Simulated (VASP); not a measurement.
# Te2Mo in VASP: notebook

Runs on Te2Mo. Level: LDA. Tasks: single point.

Everything below comes from runs of VASP 6.6.1. Logs are shortened: lines on timing, memory, paths and dates and some standing lists are left out, and cuts for length are marked.

## Step 1: The cell of the first run

The cell holds a slab with vacuum, 6 atoms: a = 6.362 Å, b = 3.480 Å, c = 36.176 Å, α = 90.00°, β = 90.14°, γ = 90.00°.

## Step 2: Single point, LDA

Contents of INCAR:

```
SYSTEM = Te2Mo
ALGO = Normal
EDIFF = 1E-6
ENCUT = 520
GGA = CA
ISIF = 2
ISMEAR = 1
LASPH = .True.
LCHARG = .False.
LREAL = .False.
LWAVE = .False.
NBANDS = 35
NELM = 60
PREC = Accurate
SIGMA = 0.02
```

Contents of KPOINTS:

```
k-points
0
Gamma
  6 10 1
  0 0 0
```

Contents of POSCAR:

```
Te2Mo
1.0
    6.3616090156      0.0000000000      0.0000000000
    0.0000000000      3.4804030600      0.0000000000
   -0.0857412231      0.0000000000     36.1758904685
Te Mo
4 2
Direct
    0.0791521300      0.7500000000      0.4434726800
    0.9208478700      0.2500000000      0.5565273200
    0.5707489000      0.2500000000      0.4592964200
    0.4292511000      0.7500000000      0.5407035800
    0.8186524400      0.7500000000      0.5025346300
    0.1813475600      0.2500000000      0.4974653700
```

Potentials or basis: VASP PAW LDA potentials, release 64 (Te, Mo_sv).

Started as:

```
$ cat potpaw_LDA.64/Te/POTCAR potpaw_LDA.64/Mo_sv/POTCAR > POTCAR
$ mpirun -np 1 vasp_std > vasp.out
```

OUTCAR:

```text
SYSTEM = Te2Mo
   EDIFF = 1E-6
   ENCUT = 520
   GGA = CA
   ISIF = 2
   ISMEAR = 1
   LASPH = .True.
   LREAL = .False.
   NELM = 60
   PREC = Accurate

 ion  position               nearest neighbor table
   1  0.079  0.750  0.443-   6 2.69   6 2.69   5 2.71   3 3.62   3 3.62
   2  0.921  0.250  0.557-   5 2.69   5 2.69   6 2.71   4 3.62   4 3.62
   3  0.571  0.250  0.459-   5 2.82   5 2.82   6 2.84   4 3.54   4 3.54   1 3.62   1 3.62
   4  0.429  0.750  0.541-   6 2.82   6 2.82   5 2.84   3 3.54   3 3.54   2 3.62   2 3.62
   5  0.819  0.750  0.503-   2 2.69   2 2.69   1 2.71   3 2.82   3 2.82   4 2.84   6 2.90   6 2.90

   6  0.181  0.250  0.497-   1 2.69   1 2.69   2 2.71   4 2.82   4 2.82   3 2.84   5 2.90   5 2.90

  LATTYP: Found a simple monoclinic cell.
 ALAT       =     6.3616090156
 B/A-ratio  =     0.5470947761
 C/A-ratio  =     5.6866104138
 COS(beta)  =    -0.0023701139

  Lattice vectors:

 A1 = (   6.3616090156,   0.0000000000,   0.0000000000)
 A2 = (   0.0000000000,   3.4804030600,   0.0000000000)
 A3 = (  -0.0857412231,   0.0000000000,  36.1758904685)

Analysis of symmetry for initial positions (statically):
=====================================================================
 Subroutine PRICEL returns:
 Original cell was already a primitive cell.

 Routine SETGRP: Setting up the symmetry group for a
 simple monoclinic supercell.

 Subroutine GETGRP returns: Found  4 space group operations
 (whereof  2 operations were pure point group operations)
 out of a pool of  4 trial point group operations.

The static configuration has the point symmetry S_2 .
 The point group associated with its full space group is C_2h.

Analysis of symmetry for dynamics (positions and initial velocities):
=====================================================================
 Subroutine PRICEL returns:
 Original cell was already a primitive cell.

 Routine SETGRP: Setting up the symmetry group for a
 simple monoclinic supercell.

 Subroutine GETGRP returns: Found  4 space group operations
 (whereof  2 operations were pure point group operations)
 out of a pool of  4 trial point group operations.

The dynamic configuration has the point symmetry S_2 .
 The point group associated with its full space group is C_2h.

 Subroutine INISYM returns: Found  4 space group operations
 (whereof  2 operations are pure point group operations),
 and found     1 'primitive' translations

----------------------------------------------------------------------------------------

                                     Primitive cell

  volume of cell :     800.9691

  direct lattice vectors                    reciprocal lattice vectors
     6.361609016  0.000000000  0.000000000     0.157192936  0.000000000  0.000372566
     0.000000000  3.480403060  0.000000000     0.000000000  0.287323044  0.000000000
    -0.085741223  0.000000000 36.175890469     0.000000000  0.000000000  0.027642720

  length of vectors
     6.361609016  3.480403060 36.175992077     0.157193378  0.287323044  0.027642720

  position of ions in fractional coordinates (direct lattice)
     0.079152130  0.750000000  0.443472680
     0.920847870  0.250000000  0.556527320
     0.570748900  0.250000000  0.459296420
     0.429251100  0.750000000  0.540703580
     0.818652440  0.750000000  0.502534630
     0.181347560  0.250000000  0.497465370

  ion indices of the primitive-cell ions
   primitive index   ion index
                 1           1
                 2           2
                 3           3
                 4           4
                 5           5
                 6           6

----------------------------------------------------------------------------------------

 KPOINTS: k-points

Automatic generation of k-mesh.
 Grid dimensions read from file:
 generate k-points for:    6   10    1

 Generating k-lattice:

  Cartesian coordinates                     Fractional coordinates (reciprocal lattice)
     0.026198823  0.000000000  0.000062094     0.166666667  0.000000000 -0.000000000
     0.000000000  0.028732304  0.000000000     0.000000000  0.100000000  0.000000000
     0.000000000  0.000000000  0.027642720     0.000000000  0.000000000  1.000000000

  Length of vectors
     0.026198896  0.028732304  0.027642720

  Shift w.r.t. Gamma in fractional coordinates (k-lattice)
     0.000000000  0.000000000  0.000000000

 Subroutine IBZKPT returns following result:
 ===========================================

 Found     24 irreducible k-points:

 Following reciprocal coordinates:
            Coordinates               Weight
  0.000000  0.000000  0.000000      1.000000
  0.166667  0.000000  0.000000      2.000000
  0.333333  0.000000  0.000000      2.000000
  0.500000  0.000000  0.000000      1.000000
  0.000000  0.100000  0.000000      2.000000
  0.166667  0.100000  0.000000      4.000000
[... 16 lines left out ...]
  0.333333  0.500000  0.000000      2.000000
  0.500000  0.500000  0.000000      1.000000
   k-points           NKPTS =     24   k-points in BZ     NKDIM =     24   number of bands    NBANDS=     35
   number of dos      NEDOS =    301   number of ions     NIONS =      6
   total plane-waves  NPLWV = 362880
   dimension x,y,z NGX =    48 NGY =   28 NGZ =  270
   dimension x,y,z NGXF=    96 NGYF=   56 NGZF=  540
   ions per type =               4   2
   NGX,Y,Z   is equivalent  to a cutoff of  12.54, 13.37, 12.41 a.u.
   NGXF,Y,Z  is equivalent  to a cutoff of  25.09, 26.75, 24.82 a.u.
 SYSTEM =  Te2Mo
   PREC   = accura    normal or accurate (medium, high low for compatibility)
   ISTART =      0    job   : 0-new  1-cont  2-samecut
   ICHARG =      2    charge: 1-file 2-atom 10-const
   ISPIN  =      1    spin polarized calculation?
   LNONCOLLINEAR =      F non collinear calculations
   LSORBIT =      F    spin-orbit coupling
   LASPH  =      T    aspherical Exc in radial PAW
   ENCUT  =  520.0 eV  38.22 Ry    6.18 a.u.  11.83  6.47 67.26*2*pi/ulx,y,z
   NELM   =     60;   NELMIN=  2; NELMDL= -5     # of ELM steps
   EDIFF  = 0.1E-05   stopping-criterion for ELM
   LREAL  =      F    real-space projection
   EDIFFG = 0.1E-04   stopping-criterion for IOM
   NSW    =      0    number of steps for IOM
   IBRION =     -1    ionic relax: 0-MD 1-quasi-New 2-CG
   NFREE  =      0    steps in history (QN), initial steepest desc. (CG)
   ISIF   =      2    stress and relaxation
   ISYM   =      2    0-nonsym 1-usesym 2-fastsym
   POTIM  = 0.5000    time-step for ionic-motion
   TEBEG  =    0.0;   TEEND  =   0.0 temperature during run
   PSTRESS=    0.0 pullay stress
   NELECT =      52.0000    total number of electrons
   NUPDOWN=      -1.0000    fix difference up-down
   EMIN   =  10.00;   EMAX   =-10.00  energy-range for DOS
   EFERMI =   0.00;   METHOD = LEGACY
   ISMEAR =     1;   SIGMA  =   0.02  broadening in eV -4-tet -1-fermi 0-gaus
   EFERMI_NEDOS =   21; number of points for ismear=-14 and -15
   IALGO  =     38    algorithm
   IMIX   =      4    mixing-type and parameters
     AMIX     =   0.40;   BMIX     =  1.00
     AMIX_MAG =   1.60;   BMIX_MAG =  1.00
  volume/ion in A,a.u.               =     133.49       900.87
  Fermi-wavevector in a.u.,A,eV,Ry     =   0.657967  1.243377  5.890240  0.432920
  Thomas-Fermi vector in A             =   1.729641
   LORBIT       =      0    0 simple, 1 ext, 2 COOP (PROOUT), +10 PAW based schemes
   GGA     = CA    functional components
   LHFCALC =     F    Hartree Fock is set to
   AEXX    =    0.0000 exact exchange contribution
   IVDW    =     0    specifies the selected vdW correction
   LEPSILON=     F    determine dielectric tensor
   LRPA    =     F    only Hartree local field effects (RPA)
 non-spin polarized calculation
 Methfessel and Paxton  Order N= 1 SIGMA  =   0.02
  energy-cutoff  :      520.00
  volume of cell :      800.97
 maximum number of plane-waves:     21707
 NGX is ok and might be reduce to    48
   NGX = 23   NGY = 13   NGZ =135

 number of electron      51.9999996 magnetization

 Free energy of the ion-electron system (eV)
  ---------------------------------------------------
  ext. energy  EPLUGINS =         0.00000000
  ---------------------------------------------------
  free energy    TOTEN  =       -40.72477380 eV

  energy without entropy =      -40.72470569  energy(sigma->0) =      -40.72475110

 E-fermi :  -2.4178     XC(G=0):  -2.3537

 val. band max:       -2.4179199313   @ k =   0.0000   0.1000   0.0000
 cond. band min:      -2.3859367399   @ k =   0.0000   0.1000   0.0000
 fundamental gap:      0.0319831914
 Fermi energy:        -2.4177694024

 k-point     1 :       0.0000    0.0000    0.0000
  band No.  band energies     occupation
      1     -63.1095      2.00000
      2     -63.0505      2.00000
      3     -37.5490      2.00000
      4     -37.4849      2.00000
      5     -37.4321      2.00000
      6     -37.3196      2.00000
[... 27 lines left out ...]
     34       0.9565      0.00000
     35       1.6142      0.00000

 k-point     2 :       0.1667    0.0000    0.0000
  band No.  band energies     occupation
      1     -63.1095      2.00000
      2     -63.0506      2.00000
      3     -37.5472      2.00000
      4     -37.4847      2.00000
      5     -37.4323      2.00000
      6     -37.3198      2.00000
[... 27 lines left out ...]
     34       1.0660      0.00000
     35       1.6922      0.00000

 k-point     3 :       0.3333    0.0000    0.0000
  band No.  band energies     occupation
      1     -63.1093      2.00000
      2     -63.0507      2.00000
      3     -37.5434      2.00000
      4     -37.4843      2.00000
      5     -37.4325      2.00000
      6     -37.3202      2.00000
[... 27 lines left out ...]
     34       1.1816      0.00000
     35       1.9222      0.00000

 k-point     4 :       0.5000    0.0000    0.0000
  band No.  band energies     occupation
      1     -63.1093      2.00000
      2     -63.0507      2.00000
      3     -37.5415      2.00000
      4     -37.4842      2.00000
      5     -37.4327      2.00000
      6     -37.3204      2.00000
[... 27 lines left out ...]
     34       1.2243      0.00000
     35       2.1465      0.00000

 k-point     5 :       0.0000    0.1000    0.0000
  band No.  band energies     occupation
      1     -63.1075      2.00000
      2     -63.0514      2.00000
      3     -37.5494      2.00000
      4     -37.4985      2.00000
      5     -37.4274      2.00000
      6     -37.3316      2.00000
[... 638 lines left out ...]
 k-point    22 :       0.1667    0.5000    0.0000
  band No.  band energies     occupation
      1     -63.0742      2.00000
      2     -63.0742      2.00000
      3     -37.5968      2.00000
      4     -37.5968      2.00000
      5     -37.3831      2.00000
      6     -37.3831      2.00000
[... 27 lines left out ...]
     34       1.1115      0.00000
     35       2.7209      0.00000

 k-point    23 :       0.3333    0.5000    0.0000
  band No.  band energies     occupation
      1     -63.0742      2.00000
      2     -63.0742      2.00000
      3     -37.5985      2.00000
      4     -37.5985      2.00000
      5     -37.3826      2.00000
      6     -37.3826      2.00000
[... 27 lines left out ...]
     34       1.0049      0.00000
     35       2.3563      0.00000

 k-point    24 :       0.5000    0.5000    0.0000
  band No.  band energies     occupation
      1     -63.0742      2.00000
      2     -63.0742      2.00000
      3     -37.5994      2.00000
      4     -37.5994      2.00000
      5     -37.3824      2.00000
      6     -37.3824      2.00000
[... 27 lines left out ...]
     34       0.9893      0.00000
     35       2.0423      0.00000

------------------------ aborting loop because EDIFF is reached ----------------------------------------

  FORCE on cell =-STRESS in cart. coord.  units (eV):
  Direction    XX          YY          ZZ          XY          YZ          ZX
  --------------------------------------------------------------------------------------
  -------------------------------------------------------------------------------------
  Total       -4.9719901     -4.9517883     -2.7618876      0.0000000      0.0000000      0.1406364
  in kB       -9.9454650     -9.9050554     -5.5246000      0.0000000      0.0000000      0.2813147
  external PRESSURE =      -8.4583734 kB  Pullay stress =       0.0000000 kB

 VOLUME and BASIS-vectors are now :
 -----------------------------------------------------------------------------
  energy-cutoff  :      520.00
  volume of cell :      800.97
      direct lattice vectors                 reciprocal lattice vectors
     6.361609016  0.000000000  0.000000000     0.157192936  0.000000000  0.000372566
     0.000000000  3.480403060  0.000000000     0.000000000  0.287323044  0.000000000
    -0.085741223  0.000000000 36.175890469     0.000000000  0.000000000  0.027642720

 POSITION                                       TOTAL-FORCE (eV/Angst)
 -----------------------------------------------------------------------------------
      0.46551      2.61030     16.04302        -0.003908     -0.000000      0.430883
      5.81036      0.87010     20.13287         0.003908      0.000000     -0.430883
      3.59150      0.87010     16.61546        -0.032897     -0.000000      0.338596
      2.68437      2.61030     19.56043         0.032897      0.000000     -0.338596
      5.16486      2.61030     18.17964         0.150702     -0.000000      0.124120
      1.11101      0.87010     17.99625        -0.150702     -0.000000     -0.124120
 -----------------------------------------------------------------------------------
    total drift:                                0.000000     -0.000000     -0.000000

  FREE ENERGIE OF THE ION-ELECTRON SYSTEM (eV)
  ---------------------------------------------------
  free  energy   TOTEN  =       -40.7247737995 eV

  energy  without entropy=      -40.7247056883  energy(sigma->0) =      -40.72475110
```

Wall time 13 min (1 thread of AMD EPYC 9R45 (Zen 5), shared host); peak memory 0.89 GiB.

Results:

| Property | Result |
| --- | --- |
| Free energy | -40.7248 eV |
| Largest force | 0.431 eV/Å |
| Band gap on the k mesh | zero (band 26 reaches -2.27 eV, above the bottom of band 27 at -2.44 eV) |

Forces in eV/Å, atoms in the order of the input:
```
Te  -0.004  0.000  0.431
Te   0.004  0.000 -0.431
Te  -0.033  0.000  0.339
Te   0.033  0.000 -0.339
Mo   0.151  0.000  0.124
Mo  -0.151  0.000 -0.124
```

Caveat: spin-orbit coupling is left out, which moves the levels of the heavy elements.

## Step 3: Single point, LDA

Contents of INCAR:

```
SYSTEM = Te2Mo
ALGO     = Normal         ! electronic algorithm
EDIFF    = 1E-6           ! SCF threshold, eV
ENCUT    = 520            ! plane-wave cutoff, eV
ISIF     = 2              ! what is computed and relaxed
ISMEAR   = 0              ! smearing method
LASPH    = .True.         ! aspherical terms in the spheres
LCHARG   = .False.        ! write CHGCAR
LREAL    = .False.        ! projectors in reciprocal space
LWAVE    = .False.        ! write WAVECAR
NBANDS   = 35             ! bands
NELM     = 60             ! most SCF steps
PREC     = Accurate       ! precision mode
SIGMA    = 0.1            ! smearing width, eV
```

KPOINTS is that of step 2.

POSCAR is that of step 2.

Potentials or basis: VASP PAW LDA potentials, release 64 (Te, Mo_sv).

Started as:

```
$ cat potpaw_LDA.64/Te/POTCAR potpaw_LDA.64/Mo_sv/POTCAR > POTCAR
$ mpirun -np 1 vasp_std > vasp.out
```

Run time: 18 min. Hardware: 1 thread of Intel Xeon 6975P-C, shared host; peak memory 0.92 GiB.

Results (log left out):

```
Free energy            : -40.7296 eV
Largest force          : 0.428 eV/Å
Band gap on the k mesh : zero (band 26 reaches -2.27 eV, above the bottom of band 27 at -2.44 eV)
```

Forces in eV/Å, atoms in the order of the input:
```
Te  -0.006  0.000  0.428
Te   0.006  0.000 -0.428
Te  -0.020  0.000  0.353
Te   0.020  0.000 -0.353
Mo   0.097  0.000  0.076
Mo  -0.097  0.000 -0.076
```

Levels at points of the mesh, in eV from the Fermi level:
| k point | band 22 | band 23 | band 24 | band 25 | band 26 | band 27 | band 28 | band 29 | band 30 | band 31 |
| --- | --- | --- | --- | --- | --- | --- | --- | --- | --- | --- |
| (0.00, 0.00, 0.00) | -1.32 | -0.97 | -0.62 | -0.33 | 0.14 | 0.60 | 1.05 | 1.67 | 2.07 | 2.21 |
| (0.50, 0.00, 0.00) | -1.34 | -1.27 | -0.82 | -0.80 | -0.69 | 0.06 | 1.04 | 1.42 | 1.76 | 2.80 |
| (0.00, 0.50, 0.00) | -2.56 | -1.61 | -1.61 | -1.41 | -1.41 | 1.12 | 1.12 | 1.39 | 1.39 | 1.97 |
| (0.50, 0.50, 0.00) | -2.29 | -1.73 | -1.73 | -0.85 | -0.85 | 1.04 | 1.04 | 1.87 | 1.87 | 2.26 |

Caveat: spin-orbit coupling is left out, which moves the levels of the heavy elements.
